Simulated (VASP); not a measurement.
Input of a VASP 6.6.1 run:

Contents of INCAR:

```
SYSTEM = WS2
PREC     = Accurate       ! precision mode
ENCUT    = 520            ! plane-wave cutoff, eV
EDIFF    = 1E-6           ! SCF threshold, eV
ISMEAR   = 0              ! smearing method
SIGMA    = 0.05           ! smearing width, eV
LREAL    = .False.        ! projectors in reciprocal space
LASPH    = .True.         ! aspherical terms in the spheres
NELM     = 100            ! most SCF steps
ALGO     = Normal         ! electronic algorithm
ISIF     = 2              ! what is computed and relaxed
LWAVE    = .False.        ! write WAVECAR
LCHARG   = .True.         ! write CHGCAR
LDIPOL   = .True.       
IDIPOL   = 3            
DIPOL    = 0.5 0.5 0.402
GGA      = PE             ! functional
IVDW     = 12             ! dispersion correction
LELF     = .True.         ! ELF
LVHAR    = .True.       
LVACPOTAV= .True.       
NBANDS   = 35             ! bands
```

File KPOINTS:

```
regular mesh
0
Gamma
  9 9 1
  0 0 0
```

File POSCAR:

```
WS2
1.0
    3.1595457497      0.0000000000      0.0000000000
   -1.5797728749      2.7362468836      0.0000000000
    0.0000000000      0.0000000000     23.8042575719
S W
4 2
Direct
    0.3333333333      0.6666666667      0.1890418126
    0.3333333333      0.6666666667      0.3214605103
    0.6666666667      1.3333333333      0.4827761904
    0.6666666667      1.3333333333      0.6151948880
    0.6666666667      0.3333333333      0.2552511581
    0.3333333333      1.6666666667      0.5489855359
```

Potentials or basis: VASP PAW PBE potentials, release 64 (S, W_sv).

The run is started by

```console
$ cat potpaw_PBE.64/S/POTCAR potpaw_PBE.64/W_sv/POTCAR > POTCAR
$ mpirun -np 1 vasp_std > vasp.out
```

Predict the dispersion energy per atom.

-0.342 eV.

Estimate the largest force.

0.079 eV/Å.

Forces in eV/Å, atoms in the order of the input:
```
S    0.000  0.000  0.004
S    0.000  0.000  0.079
S    0.000  0.000 -0.079
S    0.000  0.000 -0.004
W    0.000  0.000  0.040
W    0.000  0.000 -0.040
```

Caveat: the cell differs from its parent crystal (layers slid over each other).
